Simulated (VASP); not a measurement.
# YSb3As4 (Pm-3m) in VASP: notebook

The runs below take YSb3As4 through single point, relaxation of cell and atoms, with PBE.

Everything below comes from runs of VASP 6.6.1. Logs are shortened: lines on timing, memory, paths and dates and some standing lists are left out, and cuts for length are marked.

### Step 1. The cell of the first run

It takes space group Pm-3m (No. 221, cubic). The conventional cell has a = 5.953 Å, b = 5.953 Å, c = 5.953 Å, α = 90.00°, β = 90.00°, γ = 90.00°. Y (site symmetry m-3m) has 6 Sb at 2.98 Å within 3.9 Å. Within 3.9 Å of Sb (site symmetry 4/mmm) lie 2 Y at 2.98 Å and 4 As at 2.98 Å. Within 3.9 Å of As (site symmetry 4/mmm) lie 4 Sb at 2.98 Å and 2 As at 2.98 Å. Within 3.9 Å of As (site symmetry m-3m) lie 6 As at 2.98 Å.

### Step 2. Single point, PBE

Contents of INCAR:

```
SYSTEM = YSb3As4
ALGO = Normal ; EDIFF = 1E-6
ENCUT = 520 ; GGA = PE
ISIF = 2 ; ISMEAR = 0
LASPH = .TRUE. ; LCHARG = .FALSE.
LREAL = .FALSE. ; LWAVE = .FALSE.
NBANDS = 33 ; NELM = 100
PREC = Accurate ; SIGMA = 0.1
```

Contents of KPOINTS:

```
k-points
0
G
  6 6 6
  0 0 0
```

Contents of POSCAR:

```
YSb3As4
1.0
    5.9532282857      0.0000000000      0.0000000000
    0.0000000000      5.9532282857      0.0000000000
    0.0000000000      0.0000000000      5.9532282857
Y Sb As
1 3 4
Direct
    0.0000000000      0.0000000000      0.0000000000
    0.5000000000      0.0000000000      0.0000000000
    0.0000000000      0.5000000000      0.0000000000
    0.0000000000      0.0000000000      0.5000000000
    0.0000000000      0.5000000000      0.5000000000
    0.5000000000      0.0000000000      0.5000000000
    0.5000000000      0.5000000000      0.0000000000
    0.5000000000      0.5000000000      0.5000000000
```

Potentials or basis: VASP PAW PBE potentials, release 64 (Y_sv, Sb, As).

The run is started by

```sh
> cat potpaw_PBE.64/Y_sv/POTCAR potpaw_PBE.64/Sb/POTCAR potpaw_PBE.64/As/POTCAR > POTCAR
> mpirun -np 1 vasp_std > vasp.out
```

OUTCAR:

```text
SYSTEM = YSb3As4
   EDIFF = 1E-6
   ENCUT = 520
   GGA = PE
   ISIF = 2
   ISMEAR = 0
   LASPH = .TRUE.
   LREAL = .FALSE.
   NELM = 100
   PREC = Accurate

 ion  position               nearest neighbor table
   1  0.000  0.000  0.000-   2 2.98   3 2.98   4 2.98   4 2.98   3 2.98   2 2.98
   2  0.500  0.000  0.000-   1 2.98   6 2.98   7 2.98   6 2.98   7 2.98   1 2.98
   3  0.000  0.500  0.000-   1 2.98   5 2.98   7 2.98   5 2.98   1 2.98   7 2.98
   4  0.000  0.000  0.500-   1 2.98   5 2.98   6 2.98   1 2.98   5 2.98   6 2.98
   5  0.000  0.500  0.500-   3 2.98   4 2.98   3 2.98   4 2.98
   6  0.500  0.000  0.500-   2 2.98   4 2.98   2 2.98   4 2.98
   7  0.500  0.500  0.000-   2 2.98   3 2.98   2 2.98   3 2.98
   8  0.500  0.500  0.500-

  LATTYP: Found a simple cubic cell.
 ALAT       =     5.9532282857

  Lattice vectors:

 A1 = (   5.9532282857,   0.0000000000,   0.0000000000)
 A2 = (   0.0000000000,   5.9532282857,   0.0000000000)
 A3 = (   0.0000000000,   0.0000000000,   5.9532282857)

Analysis of symmetry for initial positions (statically):
=====================================================================
 Subroutine PRICEL returns:
 Original cell was already a primitive cell.

 Routine SETGRP: Setting up the symmetry group for a
 simple cubic supercell.

 Subroutine GETGRP returns: Found 48 space group operations
 (whereof 48 operations were pure point group operations)
 out of a pool of 48 trial point group operations.

The static configuration has the point symmetry O_h .

Analysis of symmetry for dynamics (positions and initial velocities):
=====================================================================
 Subroutine PRICEL returns:
 Original cell was already a primitive cell.

 Routine SETGRP: Setting up the symmetry group for a
 simple cubic supercell.

 Subroutine GETGRP returns: Found 48 space group operations
 (whereof 48 operations were pure point group operations)
 out of a pool of 48 trial point group operations.

The dynamic configuration has the point symmetry O_h .

 Subroutine INISYM returns: Found 48 space group operations
 (whereof 48 operations are pure point group operations),
 and found     1 'primitive' translations

----------------------------------------------------------------------------------------

                                     Primitive cell

  volume of cell :     210.9879

  direct lattice vectors                    reciprocal lattice vectors
     5.953228286  0.000000000  0.000000000     0.167976088  0.000000000  0.000000000
     0.000000000  5.953228286  0.000000000     0.000000000  0.167976088  0.000000000
     0.000000000  0.000000000  5.953228286     0.000000000  0.000000000  0.167976088

  length of vectors
     5.953228286  5.953228286  5.953228286     0.167976088  0.167976088  0.167976088

  position of ions in fractional coordinates (direct lattice)
     0.000000000  0.000000000  0.000000000
     0.500000000  0.000000000  0.000000000
     0.000000000  0.500000000  0.000000000
     0.000000000  0.000000000  0.500000000
     0.000000000  0.500000000  0.500000000
     0.500000000  0.000000000  0.500000000
     0.500000000  0.500000000  0.000000000
     0.500000000  0.500000000  0.500000000

  ion indices of the primitive-cell ions
   primitive index   ion index
                 1           1
                 2           2
                 3           3
                 4           4
                 5           5
                 6           6
                 7           7
                 8           8

----------------------------------------------------------------------------------------

 KPOINTS: k-points

Automatic generation of k-mesh.
 Grid dimensions read from file:
 generate k-points for:    6    6    6

 Generating k-lattice:

  Cartesian coordinates                     Fractional coordinates (reciprocal lattice)
     0.027996015  0.000000000  0.000000000     0.166666667  0.000000000  0.000000000
     0.000000000  0.027996015  0.000000000     0.000000000  0.166666667  0.000000000
     0.000000000  0.000000000  0.027996015     0.000000000  0.000000000  0.166666667

  Length of vectors
     0.027996015  0.027996015  0.027996015

  Shift w.r.t. Gamma in fractional coordinates (k-lattice)
     0.000000000  0.000000000  0.000000000

 Subroutine IBZKPT returns following result:
 ===========================================

 Found     20 irreducible k-points:

 Following reciprocal coordinates:
            Coordinates               Weight
  0.000000  0.000000  0.000000      1.000000
  0.166667  0.000000  0.000000      6.000000
  0.333333  0.000000  0.000000      6.000000
  0.500000  0.000000  0.000000      3.000000
  0.166667  0.166667  0.000000     12.000000
  0.333333  0.166667  0.000000     24.000000
[... 12 lines left out ...]
  0.500000  0.500000  0.333333      6.000000
  0.500000  0.500000  0.500000      1.000000
   k-points           NKPTS =     20   k-points in BZ     NKDIM =     20   number of bands    NBANDS=     33
   number of dos      NEDOS =    301   number of ions     NIONS =      8
   total plane-waves  NPLWV = 110592
   dimension x,y,z NGX =    48 NGY =   48 NGZ =   48
   dimension x,y,z NGXF=    96 NGYF=   96 NGZF=   96
   ions per type =               1   3   4
   NGX,Y,Z   is equivalent  to a cutoff of  13.40, 13.40, 13.40 a.u.
   NGXF,Y,Z  is equivalent  to a cutoff of  26.81, 26.81, 26.81 a.u.
 SYSTEM =  YSb3As4
   PREC   = accura    normal or accurate (medium, high low for compatibility)
   ISTART =      0    job   : 0-new  1-cont  2-samecut
   ICHARG =      2    charge: 1-file 2-atom 10-const
   ISPIN  =      1    spin polarized calculation?
   LNONCOLLINEAR =      F non collinear calculations
   LSORBIT =      F    spin-orbit coupling
   LASPH  =      T    aspherical Exc in radial PAW
   ENCUT  =  520.0 eV  38.22 Ry    6.18 a.u.  11.07 11.07 11.07*2*pi/ulx,y,z
   NELM   =    100;   NELMIN=  2; NELMDL= -5     # of ELM steps
   EDIFF  = 0.1E-05   stopping-criterion for ELM
   LREAL  =      F    real-space projection
   EDIFFG = 0.1E-04   stopping-criterion for IOM
   NSW    =      0    number of steps for IOM
   IBRION =     -1    ionic relax: 0-MD 1-quasi-New 2-CG
   NFREE  =      0    steps in history (QN), initial steepest desc. (CG)
   ISIF   =      2    stress and relaxation
   ISYM   =      2    0-nonsym 1-usesym 2-fastsym
   POTIM  = 0.5000    time-step for ionic-motion
   TEBEG  =    0.0;   TEEND  =   0.0 temperature during run
   PSTRESS=    0.0 pullay stress
   NELECT =      46.0000    total number of electrons
   NUPDOWN=      -1.0000    fix difference up-down
   EMIN   =  10.00;   EMAX   =-10.00  energy-range for DOS
   EFERMI =   0.00;   METHOD = LEGACY
   ISMEAR =     0;   SIGMA  =   0.10  broadening in eV -4-tet -1-fermi 0-gaus
   EFERMI_NEDOS =   21; number of points for ismear=-14 and -15
   IALGO  =     38    algorithm
   IMIX   =      4    mixing-type and parameters
     AMIX     =   0.40;   BMIX     =  1.00
     AMIX_MAG =   1.60;   BMIX_MAG =  1.00
  volume/ion in A,a.u.               =      26.37       177.98
  Fermi-wavevector in a.u.,A,eV,Ry     =   0.985315  1.861975 13.209145  0.970845
  Thomas-Fermi vector in A             =   2.116612
   LORBIT       =      0    0 simple, 1 ext, 2 COOP (PROOUT), +10 PAW based schemes
   GGA     = PE    functional components
   LHFCALC =     F    Hartree Fock is set to
   AEXX    =    0.0000 exact exchange contribution
   IVDW    =     0    specifies the selected vdW correction
   LEPSILON=     F    determine dielectric tensor
   LRPA    =     F    only Hartree local field effects (RPA)
 non-spin polarized calculation
 Gauss-broadening in eV      SIGMA  =   0.10
  energy-cutoff  :      520.00
  volume of cell :      210.99
 maximum number of plane-waves:      5716
 NGX is ok and might be reduce to    48
   NGX = 23   NGY = 23   NGZ = 23

 number of electron      45.9999996 magnetization

 Free energy of the ion-electron system (eV)
  ---------------------------------------------------
  ext. energy  EPLUGINS =         0.00000000
  ---------------------------------------------------
  free energy    TOTEN  =       -37.51569865 eV

  energy without entropy =      -37.48682121  energy(sigma->0) =      -37.50125993

 E-fermi :   5.1988     XC(G=0):  -9.6932

 val. band max:        5.1857315960   @ k =   0.5000   0.0000   0.0000
 cond. band min:       5.2236649696   @ k =   0.5000   0.1667   0.1667
 fundamental gap:      0.0379333736
 Fermi energy:         5.1987961852

 k-point     1 :       0.0000    0.0000    0.0000
  band No.  band energies     occupation
      1     -37.2189      2.00000
      2     -17.2917      2.00000
      3     -17.2917      2.00000
      4     -17.2917      2.00000
      5      -7.4689      2.00000
      6      -5.4834      2.00000
[... 25 lines left out ...]
     32       9.6076      0.00000
     33       9.7243      0.00000

 k-point     2 :       0.1667    0.0000    0.0000
  band No.  band energies     occupation
      1     -37.2190      2.00000
      2     -17.2920      2.00000
      3     -17.2916      2.00000
      4     -17.2916      2.00000
      5      -7.3773      2.00000
      6      -5.6128      2.00000
[... 25 lines left out ...]
     32       9.5357      0.00000
     33       9.6711      0.00000
[... 610 lines left out ...]
     32       6.9588      0.00000
     33       9.2276      0.00000

 k-point    20 :       0.5000    0.5000    0.5000
  band No.  band energies     occupation
      1     -37.2196      2.00000
      2     -17.2918      2.00000
      3     -17.2918      2.00000
      4     -17.2918      2.00000
      5      -5.5725      2.00000
      6      -5.5725      2.00000
[... 25 lines left out ...]
     32       5.5097      0.00001
     33       9.6020      0.00000

------------------------ aborting loop because EDIFF is reached ----------------------------------------

  FORCE on cell =-STRESS in cart. coord.  units (eV):
  Direction    XX          YY          ZZ          XY          YZ          ZX
  --------------------------------------------------------------------------------------
  -------------------------------------------------------------------------------------
  Total       -0.0405748     -0.0405748     -0.0405748      0.0000000     -0.0000000      0.0000000
  in kB       -0.3081122     -0.3081122     -0.3081122      0.0000000     -0.0000000      0.0000000
  external PRESSURE =      -0.3081122 kB  Pullay stress =       0.0000000 kB

 VOLUME and BASIS-vectors are now :
 -----------------------------------------------------------------------------
  energy-cutoff  :      520.00
  volume of cell :      210.99
      direct lattice vectors                 reciprocal lattice vectors
     5.953228286  0.000000000  0.000000000     0.167976088  0.000000000  0.000000000
     0.000000000  5.953228286  0.000000000     0.000000000  0.167976088  0.000000000
     0.000000000  0.000000000  5.953228286     0.000000000  0.000000000  0.167976088

 POSITION                                       TOTAL-FORCE (eV/Angst)
 -----------------------------------------------------------------------------------
      0.00000      0.00000      0.00000         0.000000      0.000000      0.000000
      2.97661      0.00000      0.00000         0.000000      0.000000      0.000000
      0.00000      2.97661      0.00000         0.000000      0.000000      0.000000
      0.00000      0.00000      2.97661         0.000000      0.000000      0.000000
      0.00000      2.97661      2.97661         0.000000      0.000000      0.000000
      2.97661      0.00000      2.97661         0.000000      0.000000      0.000000
      2.97661      2.97661      0.00000         0.000000      0.000000      0.000000
      2.97661      2.97661      2.97661         0.000000      0.000000      0.000000
 -----------------------------------------------------------------------------------
    total drift:                                0.000000      0.000000      0.000000

  FREE ENERGIE OF THE ION-ELECTRON SYSTEM (eV)
  ---------------------------------------------------
  free  energy   TOTEN  =       -37.5156986542 eV

  energy  without entropy=      -37.4868212080  energy(sigma->0) =      -37.50125993
```

It took 78 s on 1 thread of Intel Xeon 6975P-C (Granite Rapids), shared host; peak memory 0.41 GiB.

What came out:

- Free energy: -37.5157 eV
- Pressure: 0.0 GPa
- Band gap on the k mesh: zero (band 23 reaches 5.37 eV, above the bottom of band 24 at 4.77 eV)

Levels at points of the mesh, in eV from the Fermi level:
```
           k point  band 19  band 20  band 21  band 22  band 23  band 24  band 25  band 26  band 27  band 28
(0.00, 0.00, 0.00)    -2.45    -2.45     0.17     0.17     0.17     1.04     1.04     1.04     3.32     3.32
(0.50, 0.00, 0.00)    -1.48    -0.96    -0.51    -0.51    -0.01     0.62     1.20     1.21     1.37     2.36
(0.50, 0.50, 0.00)    -1.09    -1.09    -1.08    -0.14     0.06     0.06     0.26     0.64     0.77     0.77
(0.50, 0.50, 0.50)    -0.69    -0.69    -0.55    -0.55    -0.45    -0.43    -0.43    -0.43     0.16     0.16
```

Caveat: spin-orbit coupling is left out, which moves the levels of the heavy elements.

### Step 3. Relaxation of cell and atoms, PBE

This run uses another cell than the first one, of 26.22 Å³/atom, 0.994 times its volume.

Contents of INCAR:

```
SYSTEM = YSb3As4
ALGO = Normal
EDIFF = 1E-6
EDIFFG = -0.01
ENCUT = 600
GGA = PE
IBRION = 2
ISIF = 3
ISMEAR = 0
LASPH = .True.
LCHARG = .False.
LREAL = .False.
LWAVE = .False.
NELM = 100
NSW = 100
PREC = Accurate
SIGMA = 0.1
```

Contents of KPOINTS:

```
k-points
0
Gamma
  6 6 6
  0 0 0
```

POSCAR, as its differences from that of step 2:

```diff
@@ -2,5 +2,5 @@
 1.0
-    5.9532282857      0.0000000000      0.0000000000
-    0.0000000000      5.9532282857      0.0000000000
-    0.0000000000      0.0000000000      5.9532282857
+    5.9418479986      0.0000000000      0.0000000000
+    0.0000000000      5.9418479986      0.0000000000
+    0.0000000000      0.0000000000      5.9418479986
 Y Sb As
```

Potentials or basis: VASP PAW PBE potentials, release 64 (Y_sv, Sb, As).

The run is started by

```sh
> cat potpaw_PBE.64/Y_sv/POTCAR potpaw_PBE.64/Sb/POTCAR potpaw_PBE.64/As/POTCAR > POTCAR
> mpirun -np 1 vasp_std > vasp.out
```

Wall time 2.6 min (1 thread of Intel Xeon 6975P-C (Granite Rapids), shared host); peak memory 0.46 GiB.

Results (log left out):

```
Free energy                            : -37.5158 eV
Relaxed volume                         : 26.36 Å³/atom
Relaxed cell                           : a = 5.952 Å, b = 5.952 Å, c = 5.952 Å, α = 90.00°, β = 90.00°, γ = 90.00°
Space group after relaxing (to 0.05 Å) : Pm-3m (No. 221)
Energy gained by relaxing              : 0.1 meV/atom
Ionic steps                            : 3
Pressure after relaxing                : 0.0 GPa
Band gap on the k mesh                 : zero (band 23 reaches 5.38 eV, above the bottom of band 24 at 4.77 eV)
```

The path:
| step | energy change (eV) | largest force (eV/Å) | pressure (GPa) | volume (Å³) |
| --- | --- | --- | --- | --- |
| 1 | 0.0000 | 0.0000 | 0.33 | 209.78 |
| 2 | -0.0009 | 0.0000 | -0.15 | 211.42 |
| 3 | -0.0011 | 0.0000 | 0.00 | 210.88 |

Final structure:
```xyz
8
Lattice="5.9522 0.0000 0.0000 0.0000 5.9522 0.0000 0.0000 0.0000 5.9522" Properties=species:S:1:pos:R:3 pbc="T T T"
Y     0.0000    0.0000    0.0000
Sb    2.9761    0.0000    0.0000
Sb    0.0000    2.9761    0.0000
Sb    0.0000    0.0000    2.9761
As    0.0000    2.9761    2.9761
As    2.9761    0.0000    2.9761
As    2.9761    2.9761    0.0000
As    2.9761    2.9761    2.9761
```

Levels at points of the mesh, in eV from the Fermi level:
```csv
k point,band 21,band 22,band 23,band 24,band 25,band 26
"(0.00, 0.00, 0.00)",0.17,0.17,0.17,1.04,1.04,1.04
"(0.50, 0.00, 0.00)",-0.51,-0.51,-0.01,0.62,1.20,1.21
"(0.50, 0.50, 0.00)",-1.08,-0.14,0.06,0.06,0.26,0.64
"(0.50, 0.50, 0.50)",-0.56,-0.56,-0.45,-0.43,-0.43,-0.43
```

Caveat: spin-orbit coupling is left out, which moves the levels of the heavy elements.
